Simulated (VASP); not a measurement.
Set up this calculation in VASP 6.6.1, as the native input.

```
Task                   : single point
Functional             : PBE
Potentials or basis    : VASP PAW PBE potentials, release 64 (Cs_sv, Li_sv, Cr_pv, Te, S)
Cutoff                 : 520 eV
k mesh                 : 6 × 6 × 1
Occupations            : fermi-dirac, width 0.05 eV
Spin                   : collinear spin, ferromagnetic start
Starting moments       : [0.0, 0.0, 3.0, 3.0, 0.0, 0.0, 0.0, 0.0, 0.0] μB
Dipole correction      : no
Further INCAR settings : ALGO = Normal; EDIFF = 1e-07; NBANDS = 47
```

The structure of CsLiCr2Te2S3 lies in POSCAR:

```
CsLiCr2Te2S3
1.0
    3.5150548619      0.0000000000      0.0000000000
   -1.7575274309      3.0441268061      0.0000000000
    0.0000000000      0.0000000000     17.4354258994
Cs Li Cr Te S
1 1 2 2 3
Direct
    0.0000000000      0.0000000000      0.3906429687
    0.6666666667      0.3333333333      0.0096377380
    0.0000000000      0.0000000000      0.8524686099
    0.3333333333      0.6666666667      0.1711491965
    0.3333333333      0.6666666667      0.5651418569
    0.6666666667      0.3333333333      0.7503959952
    0.0000000000      0.0000000000      0.0963965367
    0.3333333333      0.6666666667      0.9209986735
    0.6666666667      0.3333333333      0.2431784246
```

These files were run (other wordings do the same):

INCAR

```
SYSTEM = CsLiCr2Te2S3
  ALGO = Normal
  EDIFF = 1E-7
  ENCUT = 520
  GGA = PE
  ISIF = 2
  ISMEAR = -1
  ISPIN = 2
  LASPH = .TRUE.
  LCHARG = .FALSE.
  LMAXMIX = 4
  LORBIT = 11
  LREAL = .FALSE.
  LWAVE = .FALSE.
  MAGMOM = 0 0 3 3 0 0 0 0 0
  NBANDS = 47
  NELM = 150
  PREC = Accurate
  SIGMA = 0.05
```

KPOINTS

```
k-points
0
G
  6 6 1
  0 0 0
```

Potentials or basis: VASP PAW PBE potentials, release 64 (Cs_sv, Li_sv, Cr_pv, Te, S).

Launch:

```sh
$ cat potpaw_PBE.64/Cs_sv/POTCAR potpaw_PBE.64/Li_sv/POTCAR potpaw_PBE.64/Cr_pv/POTCAR potpaw_PBE.64/Te/POTCAR potpaw_PBE.64/S/POTCAR > POTCAR
$ mpirun -np 1 vasp_std > vasp.out
```

It gave:

```json
{
  "Largest force": "0.016 eV/Å",
  "Net moment": "5.73 μB per cell",
  "Site moments": "Cs +0.00; Li -0.00; Cr +2.71, +2.88; Te +0.07, -0.15; S -0.04, -0.07, -0.06 μB",
  "Valence electrons inside the program's atomic spheres": "Cs 6.64; Li 2.06; Cr 10.72, 10.66; Te 3.27, 3.40; S 3.78, 3.77 (each value once)"
}
```

Caveat: the k points lie up to 0.36 Å⁻¹ apart; the run started ferromagnetic, and an antiferromagnetic order may lie lower in energy.

It took 4.5 min on 1 thread of AMD EPYC 7R13, on a shared host, peak memory 0.44 GiB.
